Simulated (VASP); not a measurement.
Write the native input for VASP 6.6.1 that does the following.

| Property | Result |
| --- | --- |
| Task | single point |
| Functional | PBE |
| Potentials or basis | VASP PAW PBE potentials, release 64 (Mn_pv, O) |
| Cutoff | 520 eV |
| k mesh | 6 × 6 × 6 |
| Occupations | gaussian, width 0.1 eV |
| Spin | collinear spin, ferromagnetic start |
| Starting moments | [2.27, 2.27, 2.27, 0.2] μB |
| Dipole correction | no |
| Further INCAR settings | ALGO = Normal; EDIFF = 1e-06; NBANDS = 34 |

The structure of Mn3O lies in POSCAR:

```
Mn3O
1.0
    3.5169904658      0.0000000000      0.0000000000
    0.0000000000      3.5169904658      0.0000000000
    0.0000000000      0.0000000000      3.5169904658
Mn O
3 1
Direct
    0.0000000000      0.5000000000      0.5000000000
    0.5000000000      0.0000000000      0.5000000000
    0.5000000000      0.5000000000      0.0000000000
    0.0000000000      0.0000000000      0.0000000000
```

One way to write it, as run:

INCAR

```
SYSTEM = Mn3O
  ALGO = Normal
  EDIFF = 1E-6
  ENCUT = 520
  GGA = PE
  ISIF = 2
  ISMEAR = 0
  ISPIN = 2
  LASPH = .True.
  LCHARG = .False.
  LMAXMIX = 4
  LORBIT = 11
  LREAL = .False.
  LWAVE = .False.
  MAGMOM = 2.27 2.27 2.27 0.2
  NBANDS = 34
  NELM = 150
  PREC = Accurate
  SIGMA = 0.1
```

KPOINTS

```
k-points
0
Gamma
  6 6 6
  0 0 0
```

Potentials or basis: VASP PAW PBE potentials, release 64 (Mn_pv, O).

Launch:

```bash
$ cat potpaw_PBE.64/Mn_pv/POTCAR potpaw_PBE.64/O/POTCAR > POTCAR
$ mpirun -np 1 vasp_std > vasp.out
```

It gave:

The pressure is 0.2 GPa. The net moment is 6.34 μB per cell. The site moments are Mn +2.00; O +0.16 μB and the valence electrons inside the program's atomic spheres are Mn 11.80; O 4.80.

Caveat: only a ferromagnetic start was run, and an antiferromagnetic order may lie lower in energy.

Wall time 89 s on 1 thread of Intel(R) Xeon(R) Platinum 8259CL CPU @ 2.50GHz (Skylake/Cascade Lake), on a shared host, peak memory 0.19 GiB.
